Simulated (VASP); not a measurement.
WC, 2 atoms in the cell. Symmetry: P4mm, No. 99, tetragonal system. Conventional cell: a = 2.604 Å, b = 2.604 Å, c = 4.961 Å, α = 90.00°, β = 90.00°, γ = 90.00°. W (site symmetry 4mm) has 2 C at 2.10 to 2.86 Å and 4 W at 2.60 Å within 2.9 Å. C (site symmetry 4mm) has 2 W at 2.10 to 2.86 Å and 4 C at 2.60 Å within 2.9 Å. The cell was built from a structure type or drawn by symmetry, and may not be a known phase.

| Property | Result |
| --- | --- |
| Program | VASP 6.6.1 |
| Task | relaxation of cell and atoms |
| Functional | PBE |
| Potentials or basis | VASP PAW PBE potentials, release 64 (W_sv, C) |
| Cutoff | 600 eV |
| k mesh | 7 × 7 × 4 |
| Occupations | gaussian, width 0.2 eV |
| Spin | no spin polarisation |
| Dipole correction | no |
| Further INCAR settings | ALGO = Normal; EDIFF = 1e-07; IBRION = 2; EDIFFG = -0.08; NSW = 36; ISIF = 3 |

Potentials or basis: VASP PAW PBE potentials, release 64 (W_sv, C).

Run with:

```sh
$ cat potpaw_PBE.64/W_sv/POTCAR potpaw_PBE.64/C/POTCAR > POTCAR
$ mpirun -np 1 vasp_std > vasp.out
```

Hardware: 1 thread of Intel(R) Xeon(R) Platinum 8488C (Sapphire Rapids), with other jobs on the host.

Task: Estimate the wall time of this run.

Result: Wall time 120 s on 1 thread of Intel(R) Xeon(R) Platinum 8488C (Sapphire Rapids), with other jobs on the host, peak memory 0.18 GiB. Counts: scf iterations 114, k points 30, ion steps 12.
